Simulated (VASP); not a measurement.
# H (P4/mmm) in VASP: further runs

The runs below take H through single point, with PBE+D3(BJ).

Everything below comes from runs of VASP 6.6.1. Logs are shortened: lines on timing, memory, paths and dates and some standing lists are left out, and cuts for length are marked.

**1. The cell of the first run**

Symmetry: P4/mmm, No. 123, tetragonal system. Conventional cell: a = 2.583 Å, b = 2.583 Å, c = 0.956 Å, α = 90.00°, β = 90.00°, γ = 90.00°. H (site symmetry 4/mmm) has 2 H at 0.96 Å within 1.3 Å.

**2. Single point, PBE+D3(BJ) (strain -0.025 along x and y, -0.025 along z)**

Contents of INCAR:

```
SYSTEM = H
  ALGO = Normal
  EDIFF = 1E-6
  ENCUT = 520
  GGA = PE
  ISIF = 2
  ISMEAR = 0
  IVDW = 12
  LASPH = .True.
  LCHARG = .False.
  LREAL = .False.
  LWAVE = .False.
  NBANDS = 6
  NELM = 100
  PREC = Accurate
  SIGMA = 0.05
```

Contents of KPOINTS:

```
k-points
0
Gamma
  10 10 26
  0 0 0
```

Contents of POSCAR:

```
H
1.0
    2.5833977704      0.0000000000      0.0000000000
    0.0000000000      2.5833977704      0.0000000000
    0.0000000000      0.0000000000      0.9559805970
H
1
Direct
    0.0000000000      0.0000000000      0.5000000000
```

Potentials or basis: VASP PAW PBE potentials, release 64 (H).

Started as:

```
> cat potpaw_PBE.64/H/POTCAR > POTCAR
> mpirun -np 1 vasp_std > vasp.out
```

OUTCAR:

```text
SYSTEM = H
   EDIFF = 1E-6
   ENCUT = 520
   GGA = PE
   ISIF = 2
   ISMEAR = 0
   IVDW = 12
   LASPH = .True.
   LREAL = .False.
   NELM = 100
   PREC = Accurate
 IVDW          = 12

 ion  position               nearest neighbor table
   1  0.000  0.000  0.500-

  LATTYP: Found a simple tetragonal cell.
 ALAT       =     2.5833977704
 C/A-ratio  =     0.3700477750

  Lattice vectors:

 A1 = (   2.5833977704,   0.0000000000,   0.0000000000)
 A2 = (   0.0000000000,   2.5833977704,   0.0000000000)
 A3 = (   0.0000000000,   0.0000000000,   0.9559805970)

Analysis of symmetry for initial positions (statically):
=====================================================================
 Subroutine PRICEL returns:
 Original cell was already a primitive cell.

 Routine SETGRP: Setting up the symmetry group for a
 simple tetragonal supercell.

 Subroutine GETGRP returns: Found 16 space group operations
 (whereof 16 operations were pure point group operations)
 out of a pool of 16 trial point group operations.

The static configuration has the point symmetry D_4h.

Analysis of symmetry for dynamics (positions and initial velocities):
=====================================================================
 Subroutine PRICEL returns:
 Original cell was already a primitive cell.

 Routine SETGRP: Setting up the symmetry group for a
 simple tetragonal supercell.

 Subroutine GETGRP returns: Found 16 space group operations
 (whereof 16 operations were pure point group operations)
 out of a pool of 16 trial point group operations.

The dynamic configuration has the point symmetry D_4h.

 Subroutine INISYM returns: Found 16 space group operations
 (whereof 16 operations are pure point group operations),
 and found     1 'primitive' translations

----------------------------------------------------------------------------------------

                                     Primitive cell

  volume of cell :       6.3802

  direct lattice vectors                    reciprocal lattice vectors
     2.583397770  0.000000000  0.000000000     0.387087119  0.000000000  0.000000000
     0.000000000  2.583397770  0.000000000     0.000000000  0.387087119  0.000000000
     0.000000000  0.000000000  0.955980597     0.000000000  0.000000000  1.046046335

  length of vectors
     2.583397770  2.583397770  0.955980597     0.387087119  0.387087119  1.046046335

  position of ions in fractional coordinates (direct lattice)
     0.000000000  0.000000000  0.500000000

  ion indices of the primitive-cell ions
   primitive index   ion index
                 1           1

----------------------------------------------------------------------------------------

 KPOINTS: k-points

Automatic generation of k-mesh.
 Grid dimensions read from file:
 generate k-points for:   10   10   26

 Generating k-lattice:

  Cartesian coordinates                     Fractional coordinates (reciprocal lattice)
     0.038708712  0.000000000  0.000000000     0.100000000  0.000000000  0.000000000
     0.000000000  0.038708712  0.000000000     0.000000000  0.100000000  0.000000000
     0.000000000  0.000000000  0.040232551     0.000000000  0.000000000  0.038461538

  Length of vectors
     0.038708712  0.038708712  0.040232551

  Shift w.r.t. Gamma in fractional coordinates (k-lattice)
     0.000000000  0.000000000  0.000000000

 Subroutine IBZKPT returns following result:
 ===========================================

 Found    294 irreducible k-points:

 Following reciprocal coordinates:
            Coordinates               Weight
  0.000000  0.000000  0.000000      1.000000
  0.100000  0.000000  0.000000      4.000000
  0.200000  0.000000  0.000000      4.000000
  0.300000  0.000000  0.000000      4.000000
  0.400000  0.000000  0.000000      4.000000
  0.500000  0.000000  0.000000      2.000000
[... 16 lines left out ...]
  0.100000  0.000000  0.038462      8.000000
  0.200000  0.000000  0.038462      8.000000
 [... further k-points ...]
   k-points           NKPTS =    294   k-points in BZ     NKDIM =    294   number of bands    NBANDS=      6
   number of dos      NEDOS =    301   number of ions     NIONS =      1
   total plane-waves  NPLWV =   3200
   dimension x,y,z NGX =    20 NGY =   20 NGZ =    8
   dimension x,y,z NGXF=    40 NGYF=   40 NGZF=   16
   ions per type =               1
   NGX,Y,Z   is equivalent  to a cutoff of  12.87, 12.87, 13.91 a.u.
   NGXF,Y,Z  is equivalent  to a cutoff of  25.74, 25.74, 27.82 a.u.
 SYSTEM =  H
   PREC   = accura    normal or accurate (medium, high low for compatibility)
   ISTART =      0    job   : 0-new  1-cont  2-samecut
   ICHARG =      2    charge: 1-file 2-atom 10-const
   ISPIN  =      1    spin polarized calculation?
   LNONCOLLINEAR =      F non collinear calculations
   LSORBIT =      F    spin-orbit coupling
   LASPH  =      T    aspherical Exc in radial PAW
   ENCUT  =  520.0 eV  38.22 Ry    6.18 a.u.   4.80  4.80  1.78*2*pi/ulx,y,z
   NELM   =    100;   NELMIN=  2; NELMDL= -5     # of ELM steps
   EDIFF  = 0.1E-05   stopping-criterion for ELM
   LREAL  =      F    real-space projection
   EDIFFG = 0.1E-04   stopping-criterion for IOM
   NSW    =      0    number of steps for IOM
   IBRION =     -1    ionic relax: 0-MD 1-quasi-New 2-CG
   NFREE  =      0    steps in history (QN), initial steepest desc. (CG)
   ISIF   =      2    stress and relaxation
   ISYM   =      2    0-nonsym 1-usesym 2-fastsym
   POTIM  = 0.5000    time-step for ionic-motion
   TEBEG  =    0.0;   TEEND  =   0.0 temperature during run
   PSTRESS=    0.0 pullay stress
   NELECT =       1.0000    total number of electrons
   NUPDOWN=      -1.0000    fix difference up-down
   EMIN   =  10.00;   EMAX   =-10.00  energy-range for DOS
   EFERMI =   0.00;   METHOD = LEGACY
   ISMEAR =     0;   SIGMA  =   0.05  broadening in eV -4-tet -1-fermi 0-gaus
   EFERMI_NEDOS =   21; number of points for ismear=-14 and -15
   IALGO  =     38    algorithm
   IMIX   =      4    mixing-type and parameters
     AMIX     =   0.40;   BMIX     =  1.00
     AMIX_MAG =   1.60;   BMIX_MAG =  1.00
  volume/ion in A,a.u.               =       6.38        43.06
  Fermi-wavevector in a.u.,A,eV,Ry     =   0.882668  1.668002 10.600349  0.779104
  Thomas-Fermi vector in A             =   2.003331
   LORBIT       =      0    0 simple, 1 ext, 2 COOP (PROOUT), +10 PAW based schemes
   GGA     = PE    functional components
   LHFCALC =     F    Hartree Fock is set to
   AEXX    =    0.0000 exact exchange contribution
   IVDW    =    12    specifies the selected vdW correction
   LEPSILON=     F    determine dielectric tensor
   LRPA    =     F    only Hartree local field effects (RPA)
 non-spin polarized calculation
 Gauss-broadening in eV      SIGMA  =   0.05
  energy-cutoff  :      520.00
  volume of cell :        6.38
 maximum number of plane-waves:       184
 NGX is ok and might be reduce to    20
   NGX =  9   NGY =  9   NGZ =  3

 number of electron       1.0000000 magnetization

 Free energy of the ion-electron system (eV)
  ---------------------------------------------------
  ext. energy  EPLUGINS =         0.00000000
  ---------------------------------------------------
  free energy    TOTEN  =        -3.00629082 eV

  energy without entropy =       -3.00629081  energy(sigma->0) =       -3.00629082

 E-fermi :  -1.0651     XC(G=0):  -7.0151

 val. band max:       -1.2236742034   @ k =   0.5000   0.5000   0.2308
 cond. band min:      -0.9066300458   @ k =   0.0000   0.0000   0.2692
 fundamental gap:      0.3170441576
 Fermi energy:        -1.0651175793

 k-point     1 :       0.0000    0.0000    0.0000
  band No.  band energies     occupation
      1     -12.7120      2.00000
      2       9.0807      0.00000
      3      15.0990      0.00000
      4      15.0990      0.00000
      5      18.2200      0.00000
      6      37.0004      0.00000

 k-point     2 :       0.1000    0.0000    0.0000
  band No.  band energies     occupation
      1     -12.5880      2.00000
      2       8.0266      0.00000
      3      14.4615      0.00000
      4      15.2939      0.00000
      5      20.6232      0.00000
      6      33.5874      0.00000

 k-point     3 :       0.2000    0.0000    0.0000
  band No.  band energies     occupation
      1     -12.2423      2.00000
      2       5.7693      0.00000
      3      14.4346      0.00000
      4      15.8645      0.00000
      5      25.0423      0.00000
      6      30.0536      0.00000

 k-point     4 :       0.3000    0.0000    0.0000
  band No.  band energies     occupation
      1     -11.7628      2.00000
      2       3.5532      0.00000
      3      14.9940      0.00000
      4      16.7506      0.00000
      5      27.0834      0.00000
      6      27.6852      0.00000

 k-point     5 :       0.4000    0.0000    0.0000
  band No.  band energies     occupation
      1     -11.3189      2.00000
      2       1.9847      0.00000
      3      15.7005      0.00000
      4      17.7552      0.00000
      5      25.0037      0.00000
      6      25.3416      0.00000
[... 136 lines left out ...]
 k-point    21 :       0.5000    0.5000    0.0000
  band No.  band energies     occupation
      1      -9.8687      2.00000
      2       5.4428      0.00000
      3       5.4428      0.00000
      4       9.0700      0.00000
      5      39.3021      0.00000
      6      45.6147      0.00000

 k-point    22 :       0.0000    0.0000    0.0385
  band No.  band energies     occupation
      1     -12.4707      2.00000
      2       9.3220      0.00000
      3      15.3424      0.00000
      4      15.3424      0.00000
      5      18.4635      0.00000
      6      37.2422      0.00000

 k-point    23 :       0.1000    0.0000    0.0385
  band No.  band energies     occupation
      1     -12.3467      2.00000
      2       8.2685      0.00000
      3      14.7045      0.00000
      4      15.5373      0.00000
      5      20.8666      0.00000
      6      33.8301      0.00000

 k-point    24 :       0.2000    0.0000    0.0385
  band No.  band energies     occupation
      1     -12.0009      2.00000
      2       6.0121      0.00000
      3      14.6770      0.00000
      4      16.1079      0.00000
      5      25.2856      0.00000
      6      30.2968      0.00000

 [... further k-points ...]

------------------------ aborting loop because EDIFF is reached ----------------------------------------

 Edisp (eV)   -0.07306

 E8    (eV) :    -0.0131

  FORCE on cell =-STRESS in cart. coord.  units (eV):
  Direction    XX          YY          ZZ          XY          YZ          ZX
  --------------------------------------------------------------------------------------
  -------------------------------------------------------------------------------------
  Total       0.03941     0.03941     0.58506     0.00000     0.00000     0.00000
  in kB       9.89722     9.89722   146.92001     0.00000     0.00000     0.00000
  external pressure =       55.57 kB  Pullay stress =        0.00 kB

 VOLUME and BASIS-vectors are now :
 -----------------------------------------------------------------------------
  energy-cutoff  :      520.00
  volume of cell :        6.38
      direct lattice vectors                 reciprocal lattice vectors
     2.583397770  0.000000000  0.000000000     0.387087119  0.000000000  0.000000000
     0.000000000  2.583397770  0.000000000     0.000000000  0.387087119  0.000000000
     0.000000000  0.000000000  0.955980597     0.000000000  0.000000000  1.046046335

 POSITION                                       TOTAL-FORCE (eV/Angst)
 -----------------------------------------------------------------------------------
      0.00000      0.00000      0.47799         0.000000      0.000000      0.000000
 -----------------------------------------------------------------------------------
    total drift:                               -0.000000      0.000000     -0.000000

  FREE ENERGIE OF THE ION-ELECTRON SYSTEM (eV)
  ---------------------------------------------------
  free  energy   TOTEN  =        -3.0793521401 eV

  energy  without entropy=       -3.0793521382  energy(sigma->0) =       -3.07935214
```

Wall time 7.3 s (1 thread of Intel Xeon 6975P-C, shared host); peak memory 0.12 GiB.

Results:

```yaml
Free_energy: -3.0794 eV
Pressure: 5.6 GPa
Dispersion_energy_per_atom: -0.073 eV
```

Levels at points of the mesh, in eV from the Fermi level:
```csv
k point,band 1,band 2,band 3
"(0.00, 0.00, 0.00)",-11.65,10.15,16.16
"(0.50, 0.00, 0.00)",-10.07,2.48,17.11
"(0.50, 0.50, 0.00)",-8.80,6.51,6.51
"(0.00, 0.00, 0.50)",25.45,32.87,49.13
"(0.50, 0.00, 0.50)",26.42,35.36,43.46
"(0.50, 0.50, 0.50)",27.20,37.42,47.41
```

Caveat: the cell differs from its parent crystal (strain -0.025 along x and y, -0.025 along z); pairwise dispersion overbinds metals, which lowers pressure and volume.

(Part 1 of 2 ends here.)
